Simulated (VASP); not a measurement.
# Ta2C in VASP: single point with PBE

Aim: the single point of Ta2C with PBE.

Program: VASP 6.6.1. These are calculated values, not measurements. Logs are shortened: lines on timing, memory, paths and dates and some standing lists are left out, and cuts for length are marked.

### Step 1. The cell of the first run

The cell holds a sheet with vacuum, 3 atoms: a = 3.106 Å, b = 5.841 Å, c = 16.000 Å, α = 90.00°, β = 90.00°, γ = 105.42°.

### Step 2. Single point, PBE

Contents of INCAR:

```
SYSTEM = Ta2C
ALGO = Normal
DIPOL = 0.5 0.5 0.506
EDIFF = 1E-6
ENCUT = 520
GGA = PE
IDIPOL = 3
ISIF = 2
ISMEAR = 0
LASPH = .True.
LCHARG = .True.
LDIPOL = .True.
LELF = .True.
LREAL = .False.
LVACPOTAV = .True.
LVHAR = .True.
LWAVE = .False.
NBANDS = 20
NELM = 80
PREC = Accurate
SIGMA = 0.1
```

Contents of KPOINTS:

```
k-points
0
Gamma
  6 6 1
  0 0 0
```

Contents of POSCAR:

```
Ta2C
1.0
    3.1059010000      0.0000000000      0.0000000000
   -1.5529500000      5.6304390000      0.0000000000
    0.0000000000      0.0000000000     16.0000000000
Ta C
2 1
Direct
    0.5592889100      0.1185778300      0.5432241000
    0.8267559000      0.6535118000      0.5180157200
    0.0000771800      0.0001543600      0.4567759000
```

Potentials or basis: VASP PAW PBE potentials, release 64 (Ta_pv, C).

Started as:

```bash
$ cat potpaw_PBE.64/Ta_pv/POTCAR potpaw_PBE.64/C/POTCAR > POTCAR
$ mpirun -np 1 vasp_std > vasp.out
```

OUTCAR:

```text
SYSTEM = Ta2C
   EDIFF = 1E-6
   ENCUT = 520
   GGA = PE
   ISIF = 2
   ISMEAR = 0
   LASPH = .True.
   LREAL = .False.
   NELM = 80
   PREC = Accurate

 ion  position               nearest neighbor table
   1  0.559  0.119  0.543-   3 2.18   3 2.18   2 3.04   2 3.07   2 3.07
   2  0.827  0.654  0.518-   3 2.18   1 3.04   1 3.07   1 3.07
   3  0.000  0.000  0.457-   2 2.18   1 2.18   1 2.18

  LATTYP: Found a base centered orthorhombic cell.
 ALAT       =     3.1059010000
 B/A-ratio  =     3.6256397097
 C/A-ratio  =     5.1514842231

  Lattice vectors:

 A1 = (   1.5529500000,  -5.6304390000,   0.0000000000)
 A2 = (   1.5529510000,   5.6304390000,   0.0000000000)
 A3 = (   0.0000000000,   0.0000000000,  16.0000000000)

Analysis of symmetry for initial positions (statically):
=====================================================================
 Subroutine PRICEL returns:
 Original cell was already a primitive cell.

 Routine SETGRP: Setting up the symmetry group for a
 base centered orthorhombic supercell.

 Subroutine GETGRP returns: Found  2 space group operations
 (whereof  2 operations were pure point group operations)
 out of a pool of  8 trial point group operations.

The static configuration has the point symmetry C_1h.

Analysis of symmetry for dynamics (positions and initial velocities):
=====================================================================
 Subroutine PRICEL returns:
 Original cell was already a primitive cell.

 Routine SETGRP: Setting up the symmetry group for a
 base centered orthorhombic supercell.

 Subroutine GETGRP returns: Found  2 space group operations
 (whereof  2 operations were pure point group operations)
 out of a pool of  8 trial point group operations.

The dynamic configuration has the point symmetry C_1h.

 Subroutine INISYM returns: Found  2 space group operations
 (whereof  2 operations are pure point group operations),
 and found     1 'primitive' translations

----------------------------------------------------------------------------------------

                                     Primitive cell

  volume of cell :     279.8014

  direct lattice vectors                    reciprocal lattice vectors
     3.105901000  0.000000000  0.000000000     0.321967764  0.088802994  0.000000000
    -1.552950000  5.630439000  0.000000000     0.000000000  0.177606045  0.000000000
     0.000000000  0.000000000 16.000000000     0.000000000  0.000000000  0.062500000
[... 74 lines left out ...]
   EDIFF  = 0.1E-05   stopping-criterion for ELM
   LREAL  =      F    real-space projection
   EDIFFG = 0.1E-04   stopping-criterion for IOM
   NSW    =      0    number of steps for IOM
   IBRION =     -1    ionic relax: 0-MD 1-quasi-New 2-CG
   NFREE  =      0    steps in history (QN), initial steepest desc. (CG)
   ISIF   =      2    stress and relaxation
   ISYM   =      2    0-nonsym 1-usesym 2-fastsym
   POTIM  = 0.5000    time-step for ionic-motion
   TEBEG  =    0.0;   TEEND  =   0.0 temperature during run
   PSTRESS=    0.0 pullay stress
   NELECT =      26.0000    total number of electrons
   NUPDOWN=      -1.0000    fix difference up-down
   EMIN   =  10.00;   EMAX   =-10.00  energy-range for DOS
   EFERMI =   0.00;   METHOD = LEGACY
   ISMEAR =     0;   SIGMA  =   0.10  broadening in eV -4-tet -1-fermi 0-gaus
   EFERMI_NEDOS =   21; number of points for ismear=-14 and -15
   IALGO  =     38    algorithm
   IMIX   =      4    mixing-type and parameters
     AMIX     =   0.40;   BMIX     =  1.00
     AMIX_MAG =   1.60;   BMIX_MAG =  1.00
  volume/ion in A,a.u.               =      93.27       629.40
  Fermi-wavevector in a.u.,A,eV,Ry     =   0.741508  1.401247  7.480953  0.549835
  Thomas-Fermi vector in A             =   1.836166
   LORBIT       =      0    0 simple, 1 ext, 2 COOP (PROOUT), +10 PAW based schemes
   GGA     = PE    functional components
   LHFCALC =     F    Hartree Fock is set to
   AEXX    =    0.0000 exact exchange contribution
   IVDW    =     0    specifies the selected vdW correction
   LEPSILON=     F    determine dielectric tensor
   LRPA    =     F    only Hartree local field effects (RPA)
 non-spin polarized calculation
 Gauss-broadening in eV      SIGMA  =   0.10
  energy-cutoff  :      520.00
  volume of cell :      279.80
 maximum number of plane-waves:      7564
   NGX = 11   NGY = 21   NGZ = 59

 number of electron      26.0000001 magnetization

 dipolmoment           0.000000      0.000000     -0.068203 electrons x Angstroem

 Free energy of the ion-electron system (eV)
  ---------------------------------------------------
  ext. energy  EPLUGINS =         0.00000000
  ---------------------------------------------------
  free energy    TOTEN  =       -25.94224493 eV

  energy without entropy =      -25.91520353  energy(sigma->0) =      -25.92872423

 E-fermi :  -3.0368     XC(G=0):  -3.2641

 val. band max:       -3.0779042461   @ k =   0.0000   0.3333   0.0000
 cond. band min:      -3.0255158276   @ k =  -0.3333   0.1667   0.0000
 fundamental gap:      0.0523884185
 Fermi energy:        -3.0368441787

 k-point     1 :       0.0000    0.0000    0.0000
  band No.  band energies     occupation
      1     -38.1758      2.00000
      2     -38.0173      2.00000
      3     -37.8852      2.00000
      4     -37.6089      2.00000
      5     -37.5210      2.00000
      6     -37.4758      2.00000
[... 288 lines left out ...]
     19      -0.3862      0.00000
     20       0.8969      0.00000

------------------------ aborting loop because EDIFF is reached ----------------------------------------

  FORCE on cell =-STRESS in cart. coord.  units (eV):
  Direction    XX          YY          ZZ          XY          YZ          ZX
  --------------------------------------------------------------------------------------
  -------------------------------------------------------------------------------------
  Total       -8.9569908    -10.6964800     -4.8429546     -0.0000009      0.0352394      0.0000000
  in kB      -51.2888384    -61.2493686    -27.7313574     -0.0000054      0.2017854      0.0000000
  external PRESSURE =     -46.7565215 kB  Pullay stress =       0.0000000 kB

 VOLUME and BASIS-vectors are now :
 -----------------------------------------------------------------------------
  energy-cutoff  :      520.00
  volume of cell :      279.80
      direct lattice vectors                 reciprocal lattice vectors
     3.105901000  0.000000000  0.000000000     0.321967764  0.088802994  0.000000000
    -1.552950000  5.630439000  0.000000000     0.000000000  0.177606045  0.000000000
     0.000000000  0.000000000 16.000000000     0.000000000  0.000000000  0.062500000

 POSITION                                       TOTAL-FORCE (eV/Angst)
 -----------------------------------------------------------------------------------
      1.55295      0.66765      8.69159        -0.000000     -1.717033     -3.115428
      1.55295      3.67956      8.28825         0.000000      2.459681     -0.531713
      0.00000      0.00087      7.30841        -0.000000     -0.742648      3.647141
 -----------------------------------------------------------------------------------
    total drift:                               -0.000001     -0.000107      0.000369

  FREE ENERGIE OF THE ION-ELECTRON SYSTEM (eV)
  ---------------------------------------------------
  free  energy   TOTEN  =       -25.9422449283 eV

  energy  without entropy=      -25.9152035320  energy(sigma->0) =      -25.92872423

 vacuum level on the upper side and lower side of the slab         1.503         2.209
```

stdout:

```text
POSCAR found type information on POSCAR TaC
 POSCAR found :  2 types and       3 ions
 scaLAPACK will be used
 LDA part: xc-table for (Slater+PW92), standard interpolation
 POSCAR, INCAR and KPOINTS ok, starting setup
 FFT: planning ... GRIDC
 FFT: planning ... GRID_SOFT
 FFT: planning ... GRID
 WAVECAR not read
 entering main loop
 -----------------------------------------------------------------------------
|                                                                             |
|           W    W    AA    RRRRR   N    N  II  N    N   GGGG   !!!           |
|           W    W   A  A   R    R  NN   N  II  NN   N  G    G  !!!           |
|           W    W  A    A  R    R  N N  N  II  N N  N  G       !!!           |
|           W WW W  AAAAAA  RRRRR   N  N N  II  N  N N  G  GGG   !            |
|           WW  WW  A    A  R   R   N   NN  II  N   NN  G    G                |
|           W    W  A    A  R    R  N    N  II  N    N   GGGG   !!!           |
|                                                                             |
|     Did not find any points to average over, which means that no vacuum     |
|     field-free region was found. Please increase the size of  your cell     |
|     in the dimension of the dipole correction to obtain accurate            |
|     workfunction values.                                                    |
|                                                                             |
 -----------------------------------------------------------------------------
```

Run time: 1.8 min. Hardware: 1 thread of Intel Xeon Platinum 8488C (Sapphire Rapids), shared host; peak memory 0.39 GiB.

What came out:

| Item | Value |
| --- | --- |
| Free energy | -25.9422 eV |
| Largest force | 3.722 eV/Å |
| Band gap on the k mesh | zero (band 13 reaches -2.99 eV, above the bottom of band 14 at -3.20 eV) |

Forces on the atoms (eV/Å):
```
Ta   0.000 -1.717 -3.115
Ta   0.000  2.460 -0.532
C    0.000 -0.743  3.647
```

Caveat: spin-orbit coupling is left out, which moves the levels of the heavy elements.
